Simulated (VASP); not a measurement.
Set up this calculation in VASP 6.6.1, as the native input.

```
Task                   : single point
Functional             : PBEsol
Potentials or basis    : VASP PAW PBE potentials, release 64 (Pb_d, S)
Cutoff                 : 520 eV
k mesh                 : 10 × 10 × 10
Occupations            : gaussian, width 0.05 eV
Spin                   : no spin polarisation
Dipole correction      : no
Further INCAR settings : ALGO = Normal; EDIFF = 1e-07; NBANDS = 17
```

The structure of PbS lies in POSCAR:

```
PbS
1.0
    0.0000000000      2.9317473940      2.9317473940
    2.9317473940      0.0000000000      2.9317473940
    2.9317473940      2.9317473940      0.0000000000
Pb S
1 1
Direct
    0.5000000000      0.5000000000      0.5000000000
    0.0000000000      0.0000000000      0.0000000000
```

This cell differs from its parent crystal: volume scaled by 0.980.

The input as run:

INCAR

```
SYSTEM = PbS
  PREC = Accurate
  ENCUT = 520
  EDIFF = 1E-7
  ISMEAR = 0
  SIGMA = 0.05
  LREAL = .FALSE.
  LASPH = .TRUE.
  NELM = 80
  ALGO = Normal
  ISIF = 2
  LWAVE = .FALSE.
  LCHARG = .FALSE.
  GGA = PS
  NBANDS = 17
```

KPOINTS

```
regular mesh
0
G
  10 10 10
  0 0 0
```

Potentials or basis: VASP PAW PBE potentials, release 64 (Pb_d, S).

Command:

```bash
$ cat potpaw_PBE.64/Pb_d/POTCAR potpaw_PBE.64/S/POTCAR > POTCAR
$ mpirun -np 1 vasp_std > vasp.out
```

Results of the run:

```yaml
Pressure: 1.2 GPa
Band_gap_on_the_k_mesh: 0.12 eV, direct
```

Caveat: the PAW data sets were made with another functional, which shifts forces and pressure a little; spin-orbit coupling is left out, which moves the levels of the heavy elements.

Run time: 18 s on 1 thread of Intel(R) Xeon(R) 6975P-C (Granite Rapids), on a shared host, peak memory 0.19 GiB.
